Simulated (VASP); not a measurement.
# WS2 (R3m) in VASP: single point with r2SCAN

Aim: the single point of WS2 with r2SCAN.

Everything below comes from runs of VASP 6.6.1. Logs are shortened: lines on timing, memory, paths and dates and some standing lists are left out, and cuts for length are marked.

### 1 The cell of the first run

Symmetry: R3m, No. 160, trigonal system. Conventional cell: a = 3.318 Å, b = 3.318 Å, c = 19.573 Å, α = 90.00°, β = 90.00°, γ = 120.00°. W (site symmetry 3m) has 6 S at 2.44 Å and 6 W at 3.32 Å within 3.4 Å. S (site symmetry 3m) has 3 W at 2.44 Å and 7 S at 3.04 to 3.32 Å within 3.4 Å. S (site symmetry 3m) has 3 W at 2.44 Å and 7 S at 3.04 to 3.32 Å within 3.4 Å.

### 2 Single point, r2SCAN (strain +4.6%)

Input file POSCAR:

```
WS2
1.0
    1.6588374827      0.9577302672      6.5243933581
   -1.6588374827      0.9577302672      6.5243933581
    0.0000000000     -1.9154605344      6.5243933581
W S
1 2
Direct
   -0.0000022645     -0.0000022645     -0.0000022645
    0.4109453691      0.4109453691      0.4109453691
    0.2557235620      0.2557235620      0.2557235620
```

Input file INCAR.step1:

```
SYSTEM = WS2
ALGO = Normal
EDIFF = 1E-4
ENCUT = 520
GGA = PE
ISMEAR = 0
LASPH = .TRUE.
LCHARG = .FALSE.
LREAL = .FALSE.
LWAVE = .TRUE.
NBANDS = 20
NELM = 100
PREC = Accurate
SIGMA = 0.01
```

Input file INCAR.step2:

```
SYSTEM = WS2
ALGO = Normal
EDIFF = 1E-6
ENCUT = 520
ISIF = 2
ISMEAR = 0
ISTART = 1
LASPH = .TRUE.
LCHARG = .FALSE.
LMIXTAU = .TRUE.
LREAL = .FALSE.
LWAVE = .FALSE.
METAGGA = R2SCAN
NBANDS = 20
NELM = 100
PREC = Accurate
SIGMA = 0.01
```

Input file KPOINTS:

```
k-points
0
G
  10 10 10
  0 0 0
```

Potentials or basis: VASP PAW PBE potentials, release 64 (W_sv, S).

On the command line:

```
cat potpaw_PBE.64/W_sv/POTCAR potpaw_PBE.64/S/POTCAR > POTCAR
cp INCAR.step1 INCAR
mpirun -np 1 vasp_std > vasp.out
cp INCAR.step2 INCAR
mpirun -np 1 vasp_std > vasp.out
```

OUTCAR:

```text
SYSTEM = WS2
   EDIFF = 1E-6
   ENCUT = 520
   ISIF = 2
   ISMEAR = 0
   ISTART = 1
   LASPH = .TRUE.
   LREAL = .FALSE.
   METAGGA = R2SCAN
   NELM = 100
   PREC = Accurate

 ion  position               nearest neighbor table
   1  1.000  1.000  1.000-   3 2.44   3 2.44   3 2.44   2 2.44   2 2.44   2 2.44
   2  0.411  0.411  0.411-   1 2.44   1 2.44   1 2.44
   3  0.256  0.256  0.256-   1 2.44   1 2.44   1 2.44

  LATTYP: Found a trigonal (rhomboedric) cell.
 ALAT       =     6.7997571832
 COS(alpha) =     0.8809715257

  Lattice vectors:

 A1 = (   1.6588374827,   0.9577302672,   6.5243933581)
 A2 = (  -1.6588374827,   0.9577302672,   6.5243933581)
 A3 = (   0.0000000000,  -1.9154605344,   6.5243933581)

Analysis of symmetry for initial positions (statically):
=====================================================================
 Subroutine PRICEL returns:
 Original cell was already a primitive cell.

 Routine SETGRP: Setting up the symmetry group for a
 trigonal (rhombohedral) supercell.

 Subroutine GETGRP returns: Found  6 space group operations
 (whereof  6 operations were pure point group operations)
 out of a pool of 12 trial point group operations.

The static configuration has the point symmetry C_3v.

Analysis of symmetry for dynamics (positions and initial velocities):
=====================================================================
 Subroutine PRICEL returns:
 Original cell was already a primitive cell.

 Routine SETGRP: Setting up the symmetry group for a
 trigonal (rhombohedral) supercell.

 Subroutine GETGRP returns: Found  6 space group operations
 (whereof  6 operations were pure point group operations)
 out of a pool of 12 trial point group operations.

The dynamic configuration has the point symmetry C_3v.

 Subroutine INISYM returns: Found  6 space group operations
 (whereof  6 operations are pure point group operations),
 and found     1 'primitive' translations

----------------------------------------------------------------------------------------

                                     Primitive cell

  volume of cell :      62.1926

  direct lattice vectors                    reciprocal lattice vectors
     1.658837483  0.957730267  6.524393358     0.301415904  0.174022554  0.051090318
    -1.658837483  0.957730267  6.524393358    -0.301415904  0.174022554  0.051090318
     0.000000000 -1.915460534  6.524393358     0.000000000 -0.348045107  0.051090318

  length of vectors
     6.799757183  6.799757183  6.799757183     0.351774952  0.351774952  0.351774952

  position of ions in fractional coordinates (direct lattice)
     0.999997736  0.999997736  0.999997736
     0.410945369  0.410945369  0.410945369
     0.255723562  0.255723562  0.255723562

  ion indices of the primitive-cell ions
   primitive index   ion index
                 1           1
                 2           2
                 3           3

----------------------------------------------------------------------------------------

 KPOINTS: k-points

Automatic generation of k-mesh.
 Grid dimensions read from file:
 generate k-points for:   10   10   10

 Generating k-lattice:

  Cartesian coordinates                     Fractional coordinates (reciprocal lattice)
     0.030141590  0.017402255  0.005109032     0.100000000  0.000000000  0.000000000
    -0.030141590  0.017402255  0.005109032     0.000000000  0.100000000  0.000000000
     0.000000000 -0.034804511  0.005109032     0.000000000  0.000000000  0.100000000

  Length of vectors
     0.035177495  0.035177495  0.035177495

  Shift w.r.t. Gamma in fractional coordinates (k-lattice)
     0.000000000  0.000000000  0.000000000

 Subroutine IBZKPT returns following result:
 ===========================================

 Found    116 irreducible k-points:

 Following reciprocal coordinates:
            Coordinates               Weight
  0.000000  0.000000  0.000000      1.000000
  0.100000  0.000000  0.000000      6.000000
  0.200000  0.000000  0.000000      6.000000
  0.300000  0.000000  0.000000      6.000000
  0.400000 -0.000000  0.000000      6.000000
  0.500000  0.000000  0.000000      3.000000
[... 16 lines left out ...]
  0.300000  0.300000  0.000000      6.000000
  0.400000  0.300000  0.000000     12.000000
 [... further k-points ...]
   k-points           NKPTS =    116   k-points in BZ     NKDIM =    116   number of bands    NBANDS=     20
   number of dos      NEDOS =    301   number of ions     NIONS =      3
   total plane-waves  NPLWV = 157464
   dimension x,y,z NGX =    54 NGY =   54 NGZ =   54
   dimension x,y,z NGXF=   108 NGYF=  108 NGZF=  108
   ions per type =               1   2
   NGX,Y,Z   is equivalent  to a cutoff of  13.20, 13.20, 13.20 a.u.
   NGXF,Y,Z  is equivalent  to a cutoff of  26.40, 26.40, 26.40 a.u.
 SYSTEM =  WS2
   PREC   = accura    normal or accurate (medium, high low for compatibility)
   ISTART =      1    job   : 0-new  1-cont  2-samecut
   ICHARG =      0    charge: 1-file 2-atom 10-const
   ISPIN  =      1    spin polarized calculation?
   LNONCOLLINEAR =      F non collinear calculations
   LSORBIT =      F    spin-orbit coupling
   LASPH  =      T    aspherical Exc in radial PAW
   ENCUT  =  520.0 eV  38.22 Ry    6.18 a.u.  12.64 12.64 12.64*2*pi/ulx,y,z
   NELM   =    100;   NELMIN=  2; NELMDL=  0     # of ELM steps
   EDIFF  = 0.1E-05   stopping-criterion for ELM
   LREAL  =      F    real-space projection
   EDIFFG = 0.1E-04   stopping-criterion for IOM
   NSW    =      0    number of steps for IOM
   IBRION =     -1    ionic relax: 0-MD 1-quasi-New 2-CG
   NFREE  =      0    steps in history (QN), initial steepest desc. (CG)
   ISIF   =      2    stress and relaxation
   ISYM   =      2    0-nonsym 1-usesym 2-fastsym
   POTIM  = 0.5000    time-step for ionic-motion
   TEBEG  =    0.0;   TEEND  =   0.0 temperature during run
   PSTRESS=    0.0 pullay stress
   NELECT =      26.0000    total number of electrons
   NUPDOWN=      -1.0000    fix difference up-down
   EMIN   =  10.00;   EMAX   =-10.00  energy-range for DOS
   EFERMI =   0.00;   METHOD = LEGACY
   ISMEAR =     0;   SIGMA  =   0.01  broadening in eV -4-tet -1-fermi 0-gaus
   EFERMI_NEDOS =   21; number of points for ismear=-14 and -15
   IALGO  =     38    algorithm
   IMIX   =      4    mixing-type and parameters
     AMIX     =   0.40;   BMIX     =  1.00
     AMIX_MAG =   1.60;   BMIX_MAG =  1.00
  volume/ion in A,a.u.               =      20.73       139.90
  Fermi-wavevector in a.u.,A,eV,Ry     =   1.224108  2.313229 20.387525  1.498441
  Thomas-Fermi vector in A             =   2.359195
   LORBIT       =      0    0 simple, 1 ext, 2 COOP (PROOUT), +10 PAW based schemes
   METAGGA = R2SCAN    functional components
   LHFCALC =     F    Hartree Fock is set to
   AEXX    =    0.0000 exact exchange contribution
   IVDW    =     0    specifies the selected vdW correction
   LEPSILON=     F    determine dielectric tensor
   LRPA    =     F    only Hartree local field effects (RPA)
 non-spin polarized calculation
 Gauss-broadening in eV      SIGMA  =   0.01
  energy-cutoff  :      520.00
  volume of cell :       62.19
 maximum number of plane-waves:      1698
 NGX is ok and might be reduce to    54
   NGX = 25   NGY = 25   NGZ = 25

 number of electron      25.9999999 magnetization

 Free energy of the ion-electron system (eV)
  ---------------------------------------------------
  ext. energy  EPLUGINS =         0.00000000
  ---------------------------------------------------
  free energy    TOTEN  =       -69.91104206 eV

  energy without entropy =      -69.91104206  energy(sigma->0) =      -69.91104206

 E-fermi :   5.8630     XC(G=0): -10.6652

 val. band max:        5.7037219821   @ k =   0.5000   0.5000   0.5000
 cond. band min:       6.4474802356   @ k =  -0.2000   0.5000   0.2000
 fundamental gap:      0.7437582534
 Fermi energy:         5.8629889296

 k-point     1 :       0.0000    0.0000    0.0000
  band No.  band energies     occupation
      1     -71.2579      2.00000
      2     -34.7481      2.00000
      3     -34.7256      2.00000
      4     -34.7256      2.00000
      5     -10.2743      2.00000
      6      -8.3751      2.00000
[... 12 lines left out ...]
     19      13.3917      0.00000
     20      13.6120      0.00000

 k-point     2 :       0.1000    0.0000    0.0000
  band No.  band energies     occupation
      1     -71.2570      2.00000
      2     -34.7479      2.00000
      3     -34.7441      2.00000
      4     -34.7308      2.00000
      5     -10.1298      2.00000
      6      -8.3364      2.00000
[... 12 lines left out ...]
     19      13.6027      0.00000
     20      14.2099      0.00000

 k-point     3 :       0.2000    0.0000    0.0000
  band No.  band energies     occupation
      1     -71.2544      2.00000
      2     -34.8057      2.00000
      3     -34.7445      2.00000
      4     -34.7336      2.00000
      5      -9.7306      2.00000
      6      -8.2301      2.00000
[... 12 lines left out ...]
     19      13.7885      0.00000
     20      14.5835      0.00000

 k-point     4 :       0.3000    0.0000    0.0000
  band No.  band energies     occupation
      1     -71.2512      2.00000
      2     -34.8764      2.00000
      3     -34.7613      2.00000
      4     -34.7207      2.00000
      5      -9.1839      2.00000
      6      -8.0872      2.00000
[... 429 lines left out ...]
 k-point    23 :       0.3000    0.3000    0.0000
  band No.  band energies     occupation
      1     -71.2512      2.00000
      2     -34.8764      2.00000
      3     -34.7613      2.00000
      4     -34.7207      2.00000
      5      -9.1641      2.00000
      6      -8.1186      2.00000
[... 12 lines left out ...]
     19      13.1786      0.00000
     20      13.9516      0.00000

 k-point    24 :       0.4000    0.3000    0.0000
  band No.  band energies     occupation
      1     -71.2494      2.00000
      2     -34.9062      2.00000
      3     -34.7802      2.00000
      4     -34.7134      2.00000
      5      -8.8234      2.00000
      6      -8.0305      2.00000
[... 12 lines left out ...]
     19      13.1494      0.00000
     20      14.0891      0.00000

 [... further k-points ...]

------------------------ aborting loop because EDIFF is reached ----------------------------------------

  FORCE on cell =-STRESS in cart. coord.  units (eV):
  Direction    XX          YY          ZZ          XY          YZ          ZX
  --------------------------------------------------------------------------------------
  -------------------------------------------------------------------------------------
  Total       -4.1231088     -4.1231088     -0.2136446      0.0000000      0.0000000     -0.0000000
  in kB     -106.2177105   -106.2177105     -5.5038182      0.0000000      0.0000000     -0.0000000
  external PRESSURE =     -72.6464131 kB  Pullay stress =       0.0000000 kB

 VOLUME and BASIS-vectors are now :
 -----------------------------------------------------------------------------
  energy-cutoff  :      520.00
  volume of cell :       62.19
      direct lattice vectors                 reciprocal lattice vectors
     1.658837483  0.957730267  6.524393358     0.301415904  0.174022554  0.051090318
    -1.658837483  0.957730267  6.524393358    -0.301415904  0.174022554  0.051090318
     0.000000000 -1.915460534  6.524393358     0.000000000 -0.348045107  0.051090318

 POSITION                                       TOTAL-FORCE (eV/Angst)
 -----------------------------------------------------------------------------------
      0.00000      0.00000     19.57314         0.000000      0.000000      0.000186
      0.00000      0.00000      8.04351         0.000000      0.000000     -0.028624
      0.00000      0.00000      5.00532         0.000000      0.000000      0.028438
 -----------------------------------------------------------------------------------
    total drift:                                0.000000      0.000000      0.000071

  FREE ENERGIE OF THE ION-ELECTRON SYSTEM (eV)
  ---------------------------------------------------
  free  energy   TOTEN  =       -69.9110420571 eV

  energy  without entropy=      -69.9110420571  energy(sigma->0) =      -69.91104206
```

Run time: 31 min. Hardware: 1 thread of Intel Xeon Platinum 8259CL at 2.50GHz (Skylake/Cascade Lake), shared host; peak memory 0.52 GiB.

What came out:

| Quantity | Value |
| --- | --- |
| Free energy | -69.9110 eV |
| Pressure | -7.3 GPa |
| Largest force | 0.029 eV/Å |
| Band gap on the k mesh | 0.74 eV (least direct gap 1.79 eV) |

Forces in eV/Å, atoms in the order of the input:
```
W    0.000  0.000  0.000
S    0.000  0.000 -0.029
S    0.000  0.000  0.028
```

Levels at points of the mesh, in eV from the valence-band top:
```tsv
k point	band 11	band 12	band 13	band 14	band 15	band 16
(0.00, 0.00, 0.00)	-2.89	-1.77	-0.69	1.93	1.93	2.27
(0.50, 0.00, 0.00)	-2.57	-2.53	-1.68	1.65	2.03	3.51
(0.50, 0.50, 0.00)	-2.86	-2.64	-1.61	1.62	2.05	3.24
(0.50, 0.50, 0.50)	-2.87	-2.87	0.00	1.97	1.97	2.21
```

Caveat: the cell differs from its parent crystal (strain +4.6%); the stress differs along the axes, from -11 to -1 GPa; the PAW data sets were made with another functional, which shifts forces and pressure a little; spin-orbit coupling is left out, which moves the levels of the heavy elements.
